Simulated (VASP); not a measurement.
Wanted: the native input for a VASP 6.6.1 run.

```
Task                    : density of states
Functional              : LDA
Potentials or basis     : VASP PAW LDA potentials, release 64 (Sr_sv, O)
Cutoff                  : 520 eV
k mesh                  : 6 × 6 × 6
Occupations             : gaussian, width 0.02 eV
Spin                    : no spin polarisation
Dipole correction       : no
k mesh for the DOS      : 9 × 9 × 9
Occupations for the DOS : tetrahedron
Further INCAR settings  : ALGO = Normal; EDIFF = 1e-06
```

Crystal: SrO.

```
Sr O
1.0
     4.29032    0.00000    0.00000
    -2.14516    3.71552    0.00000
     0.00000    0.00000    5.18415
Sr O
2 2
Cartesian
  0.0000 2.4770 4.8602
  2.1452 1.2385 2.2681
  0.0000 2.4770 2.2681
  2.1452 1.2385 4.8601
```

These files were run (other wordings do the same):

POSCAR

```
SrO
1.0
    4.2903151937      0.0000000000      0.0000000000
   -2.1451575969      3.7155219480      0.0000000000
    0.0000000000      0.0000000000      5.1841505800
Sr O
2 2
Direct
    0.3333333333      0.6666666667      0.9375024113
    0.6666666667      0.3333333333      0.4375024113
    0.3333333333      0.6666666667      0.4374975887
    0.6666666667      0.3333333333      0.9374975887
```

INCAR.step1

```
SYSTEM = SrO
PREC = Accurate
ENCUT = 520
EDIFF = 1E-6
ISMEAR = 0
SIGMA = 0.02
LREAL = .False.
LASPH = .True.
NELM = 80
ALGO = Normal
ISIF = 2
LWAVE = .False.
LCHARG = .True.
NBANDS = 24
```

KPOINTS.step1

```
Automatic mesh
0
Gamma
  6 6 6
  0 0 0
```

INCAR.step2

```
SYSTEM = SrO
PREC = Accurate
ENCUT = 520
EDIFF = 1E-6
ISMEAR = -5
SIGMA = 0.02
LREAL = .False.
LASPH = .True.
NELM = 80
ALGO = Normal
ISIF = 2
LWAVE = .False.
LCHARG = .False.
LORBIT = 11
NEDOS = 1001
ICHARG = 11
```

KPOINTS.step2

```
Automatic mesh
0
Gamma
  9 9 9
  0 0 0
```

Potentials or basis: VASP PAW LDA potentials, release 64 (Sr_sv, O).

Command:

```console
$ cat potpaw_LDA.64/Sr_sv/POTCAR potpaw_LDA.64/O/POTCAR > POTCAR
$ cp INCAR.step1 INCAR
$ cp KPOINTS.step1 KPOINTS
$ mpirun -np 1 vasp_std > vasp.out
$ cp INCAR.step2 INCAR
$ cp KPOINTS.step2 KPOINTS
$ mpirun -np 1 vasp_std > vasp.out
```

It gave:

The valence electrons inside the program's atomic spheres are Sr 8.08; O 4.93.

It took 38 s on 1 thread of Intel(R) Xeon(R) 6975P-C (Granite Rapids), with other jobs on the host, peak memory 0.21 GiB.
